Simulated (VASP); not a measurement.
# Tl (Fd-3m) in VASP: notebook

Runs on Tl. Level: PBEsol. Tasks: single point, relaxation of cell and atoms.

Everything below comes from runs of VASP 6.6.1. Logs are shortened: lines on timing, memory, paths and dates and some standing lists are left out, and cuts for length are marked.

### Step 1. The cell of the first run

Symmetry: Fd-3m, No. 227, cubic system. Conventional cell: a = 6.878 Å, b = 6.878 Å, c = 6.878 Å, α = 90.00°, β = 90.00°, γ = 90.00°. Within 3.9 Å of Tl (site symmetry -43m) lie 4 Tl at 2.98 Å.

This isn't the form of Tl at room conditions, which is hcp.

### Step 2. Single point, PBEsol

Contents of INCAR:

```
PREC     = Accurate       # precision mode
ENCUT    = 520            # plane-wave cutoff, eV
EDIFF    = 1E-6           # SCF threshold, eV
ISMEAR   = -5             # smearing method
SIGMA    = 0.1            # smearing width, eV
LREAL    = False          # projectors in reciprocal space
LASPH    = True           # aspherical terms in the spheres
NELM     = 80             # most SCF steps
ALGO     = Normal         # electronic algorithm
ISIF     = 2              # what is computed and relaxed
LWAVE    = False          # write WAVECAR
LCHARG   = False          # write CHGCAR
GGA      = PS             # functional
NBANDS   = 20             # bands
```

Contents of KPOINTS:

```
regular mesh
0
Gamma
  10 10 10
```

Contents of POSCAR:

```
Tl
1.0
    0.0000000000      3.4388846250      3.4388846250
    3.4388846250      0.0000000000      3.4388846250
    3.4388846250      3.4388846250      0.0000000000
Tl
2
Direct
   -0.1250000000     -0.1250000000     -0.1250000000
    0.1250000000      0.1250000000      0.1250000000
```

Potentials or basis: VASP PAW PBE potentials, release 64 (Tl_d).

Run with:

```sh
> cat potpaw_PBE.64/Tl_d/POTCAR > POTCAR
> mpirun -np 1 vasp_std > vasp.out
```

OUTCAR:

```text
PREC = Accurate
   ENCUT = 520
   EDIFF = 1E-6
   ISMEAR = -5
   LREAL = False
   LASPH = True
   NELM = 80
   ISIF = 2
   GGA = PS

 ion  position               nearest neighbor table
   1  0.875  0.875  0.875-   2 2.98   2 2.98   2 2.98   2 2.98
   2  0.125  0.125  0.125-   1 2.98   1 2.98   1 2.98   1 2.98

  LATTYP: Found a face centered cubic cell.
 ALAT       =     6.8777692500

  Lattice vectors:

 A1 = (   0.0000000000,   3.4388846250,   3.4388846250)
 A2 = (   3.4388846250,   0.0000000000,   3.4388846250)
 A3 = (   3.4388846250,   3.4388846250,   0.0000000000)

Analysis of symmetry for initial positions (statically):
=====================================================================
 Subroutine PRICEL returns:
 Original cell was already a primitive cell.

 Routine SETGRP: Setting up the symmetry group for a
 face centered cubic supercell.

 Subroutine GETGRP returns: Found 48 space group operations
 (whereof 12 operations were pure point group operations)
 out of a pool of 48 trial point group operations.

The static configuration has the point symmetry D_3d.
 The point group associated with its full space group is O_h .

Analysis of symmetry for dynamics (positions and initial velocities):
=====================================================================
 Subroutine PRICEL returns:
 Original cell was already a primitive cell.

 Routine SETGRP: Setting up the symmetry group for a
 face centered cubic supercell.

 Subroutine GETGRP returns: Found 48 space group operations
 (whereof 12 operations were pure point group operations)
 out of a pool of 48 trial point group operations.

The dynamic configuration has the point symmetry D_3d.
 The point group associated with its full space group is O_h .

 Subroutine INISYM returns: Found 48 space group operations
 (whereof 12 operations are pure point group operations),
 and found     1 'primitive' translations

----------------------------------------------------------------------------------------

                                     Primitive cell

  volume of cell :      81.3360

  direct lattice vectors                    reciprocal lattice vectors
     0.000000000  3.438884625  3.438884625    -0.145395980  0.145395980  0.145395980
     3.438884625  0.000000000  3.438884625     0.145395980 -0.145395980  0.145395980
     3.438884625  3.438884625  0.000000000     0.145395980  0.145395980 -0.145395980

  length of vectors
[... 74 lines left out ...]
 SYSTEM =  unknown system
   PREC   = accura    normal or accurate (medium, high low for compatibility)
   ISTART =      0    job   : 0-new  1-cont  2-samecut
   ICHARG =      2    charge: 1-file 2-atom 10-const
   ISPIN  =      1    spin polarized calculation?
   LNONCOLLINEAR =      F non collinear calculations
   LSORBIT =      F    spin-orbit coupling
   LASPH  =      T    aspherical Exc in radial PAW
   ENCUT  =  520.0 eV  38.22 Ry    6.18 a.u.   9.04  9.04  9.04*2*pi/ulx,y,z
   NELM   =     80;   NELMIN=  2; NELMDL= -5     # of ELM steps
   EDIFF  = 0.1E-05   stopping-criterion for ELM
   LREAL  =      F    real-space projection
   EDIFFG = 0.1E-04   stopping-criterion for IOM
   NSW    =      0    number of steps for IOM
   IBRION =     -1    ionic relax: 0-MD 1-quasi-New 2-CG
   NFREE  =      0    steps in history (QN), initial steepest desc. (CG)
   ISIF   =      2    stress and relaxation
   ISYM   =      2    0-nonsym 1-usesym 2-fastsym
   POTIM  = 0.5000    time-step for ionic-motion
   TEBEG  =    0.0;   TEEND  =   0.0 temperature during run
   PSTRESS=    0.0 pullay stress
   NELECT =      26.0000    total number of electrons
   NUPDOWN=      -1.0000    fix difference up-down
   EMIN   =  10.00;   EMAX   =-10.00  energy-range for DOS
   EFERMI =   0.00;   METHOD = LEGACY
   ISMEAR =    -5;   SIGMA  =   0.10  broadening in eV -4-tet -1-fermi 0-gaus
   EFERMI_NEDOS =   21; number of points for ismear=-14 and -15
   IALGO  =     38    algorithm
   IMIX   =      4    mixing-type and parameters
     AMIX     =   0.40;   BMIX     =  1.00
     AMIX_MAG =   1.60;   BMIX_MAG =  1.00
  volume/ion in A,a.u.               =      40.67       274.44
  Fermi-wavevector in a.u.,A,eV,Ry     =   1.119365  2.115293 17.047797  1.252978
  Thomas-Fermi vector in A             =   2.256003
   LORBIT       =      0    0 simple, 1 ext, 2 COOP (PROOUT), +10 PAW based schemes
   GGA     = PS    functional components
   LHFCALC =     F    Hartree Fock is set to
   AEXX    =    0.0000 exact exchange contribution
   IVDW    =     0    specifies the selected vdW correction
   LEPSILON=     F    determine dielectric tensor
   LRPA    =     F    only Hartree local field effects (RPA)
 non-spin polarized calculation
 Fermi weights with tetrahedron method with Bloechl corrections
  energy-cutoff  :      520.00
  volume of cell :       81.34
 maximum number of plane-waves:      2206
   NGX = 19   NGY = 19   NGZ = 19

 number of electron      25.9999994 magnetization

 Free energy of the ion-electron system (eV)
  ---------------------------------------------------
  ext. energy  EPLUGINS =         0.00000000
  ---------------------------------------------------
  free energy    TOTEN  =        -4.37699812 eV

  energy without entropy =       -4.37699812  energy(sigma->0) =       -4.37699812

 E-fermi :   3.1660     XC(G=0):  -8.4475

 val. band max:        3.1395060616   @ k =   0.5000   0.1000   0.0000
 cond. band min:       3.2058383511   @ k =   0.5000   0.3000   0.0000
 fundamental gap:      0.0663322895
 Fermi energy:         3.1660244659

 k-point     1 :       0.0000    0.0000    0.0000
  band No.  band energies     occupation
      1      -8.6846      2.00000
      2      -8.6846      2.00000
      3      -8.6846      2.00000
      4      -8.5969      2.00000
      5      -8.5969      2.00000
      6      -7.9681      2.00000
[... 541 lines left out ...]
     19      12.2302      0.00000
     20      13.1159      0.00000

 [... further k-points ...]
[... 5 lines left out ...]
  --------------------------------------------------------------------------------------
  -------------------------------------------------------------------------------------
  Total       -0.0498920     -0.0498920     -0.0498920     -0.0000000      0.0000000     -0.0000000
  in kB       -0.9827848     -0.9827848     -0.9827848     -0.0000000      0.0000000     -0.0000000
  external PRESSURE =      -0.9827848 kB  Pullay stress =       0.0000000 kB

 VOLUME and BASIS-vectors are now :
 -----------------------------------------------------------------------------
  energy-cutoff  :      520.00
  volume of cell :       81.34
      direct lattice vectors                 reciprocal lattice vectors
     0.000000000  3.438884625  3.438884625    -0.145395980  0.145395980  0.145395980
     3.438884625  0.000000000  3.438884625     0.145395980 -0.145395980  0.145395980
     3.438884625  3.438884625  0.000000000     0.145395980  0.145395980 -0.145395980

 POSITION                                       TOTAL-FORCE (eV/Angst)
 -----------------------------------------------------------------------------------
      6.01805      6.01805      6.01805         0.000000     -0.000000     -0.000000
      0.85972      0.85972      0.85972        -0.000000      0.000000      0.000000
 -----------------------------------------------------------------------------------
    total drift:                                0.000000      0.000000      0.000000

  FREE ENERGIE OF THE ION-ELECTRON SYSTEM (eV)
  ---------------------------------------------------
  free  energy   TOTEN  =        -4.3769981207 eV

  energy  without entropy=       -4.3769981207  energy(sigma->0) =       -4.37699812
```

stdout:

```text
POSCAR found type information on POSCAR Tl
 POSCAR found :  1 types and       2 ions
 scaLAPACK will be used
 -----------------------------------------------------------------------------
|                                                                             |
[... 23 lines left out ...]
|     occupations, so forces and stress will be inaccurate. We suggest        |
|     using a different smearing scheme ISMEAR = 1 or 2 for metals in         |
|     relaxations.                                                            |
|                                                                             |
 -----------------------------------------------------------------------------
```

It took 30 s on 1 thread of AMD EPYC 9R45 (Zen 5), shared host; peak memory 0.2 GiB.

What came out:

* Free energy: -4.3770 eV
* Pressure: -0.1 GPa
* Band gap on the k mesh: zero (bands 13 and 14 overlap by 3.37 eV)

Levels at points of the mesh, in eV from the Fermi level:
```
           k point  band 11  band 12  band 13  band 14  band 15  band 16
(0.00, 0.00, 0.00)    -8.99    -0.75     2.46     2.46     2.46     4.14
(0.50, 0.00, 0.00)    -7.34    -4.76     0.96     1.10     1.10     5.17
(0.50, 0.50, 0.00)    -5.98    -5.98    -0.36    -0.36     2.33     2.33
```

Caveat: the PAW data sets were made with another functional, which shifts forces and pressure a little; spin-orbit coupling is left out, which moves the levels of the heavy elements; tetrahedron occupations give inexact forces and stress in metals.

### Step 3. Relaxation of cell and atoms, PBEsol

This run uses another cell than the first one, of 35.74 Å³/atom.

Contents of INCAR:

```
SYSTEM = Tl
PREC = Accurate
ENCUT = 600
EDIFF = 1E-7
ISMEAR = -1
SIGMA = 0.1
LREAL = .FALSE.
LASPH = .TRUE.
NELM = 80
ALGO = Normal
ISIF = 3
LWAVE = .FALSE.
LCHARG = .FALSE.
GGA = PS
IBRION = 2
NSW = 60
EDIFFG = -0.005
```

Contents of KPOINTS:

```
regular mesh
0
G
  10 10 10
  0 0 0
```

Contents of POSCAR:

```
Tl
1.0
    0.0000000000      3.2940357529      3.2940357529
    3.2940357529      0.0000000000      3.2940357529
    3.2940357529      3.2940357529      0.0000000000
Tl
2
Direct
   -0.1250000000     -0.1250000000     -0.1250000000
    0.1250000000      0.1250000000      0.1250000000
```

Potentials or basis: VASP PAW PBE potentials, release 64 (Tl_d).

Run with:

```sh
> cat potpaw_PBE.64/Tl_d/POTCAR > POTCAR
> mpirun -np 1 vasp_std > vasp.out
```

Run time: 1.8 min. Hardware: 1 thread of AMD EPYC 9R45 (Zen 5), shared host; peak memory 0.25 GiB.

Results (log left out):

- Free energy: -4.3986 eV
- Relaxed volume: 40.59 Å³/atom
- Relaxed cell: a = 4.860 Å, b = 4.860 Å, c = 4.860 Å, α = 60.00°, β = 60.00°, γ = 60.00°
- Space group after relaxing (to 0.1 Å): Fd-3m (No. 227)
- Energy gained by relaxing: 47.1 meV/atom
- Ionic steps: 4
- Pressure after relaxing: 0.0 GPa
- Band gap on the k mesh: zero (bands 13 and 14 overlap by 3.38 eV)

The path:
```tsv
step	energy change (eV)	largest force (eV/Å)	pressure (GPa)	volume (Å³)
1	0.0000	0.0000	3.54	71.48
2	-0.0930	0.0000	0.33	79.96
3	-0.0943	0.0000	-0.03	81.38
4	-0.0943	0.0000	0.01	81.18
```

Final structure:
```
Tl
1.0
     0.00000    3.43666    3.43666
     3.43666    0.00000    3.43666
     3.43666    3.43666    0.00000
Tl
2
Direct
  0.87500 0.87500 0.87500
  0.12500 0.12500 0.12500
```

Levels at points of the mesh, in eV from the Fermi level:
| k point | band 11 | band 12 | band 13 | band 14 | band 15 | band 16 |
| --- | --- | --- | --- | --- | --- | --- |
| (0.00, 0.00, 0.00) | -9.00 | -0.74 | 2.47 | 2.47 | 2.47 | 4.15 |
| (0.50, 0.00, 0.00) | -7.34 | -4.77 | 0.96 | 1.10 | 1.10 | 5.18 |
| (0.50, 0.50, 0.00) | -5.98 | -5.98 | -0.36 | -0.36 | 2.33 | 2.33 |

Caveat: the PAW data sets were made with another functional, which shifts forces and pressure a little; spin-orbit coupling is left out, which moves the levels of the heavy elements.

The gap in the log of VASP goes by the Fermi energy; the results here count the filled bands.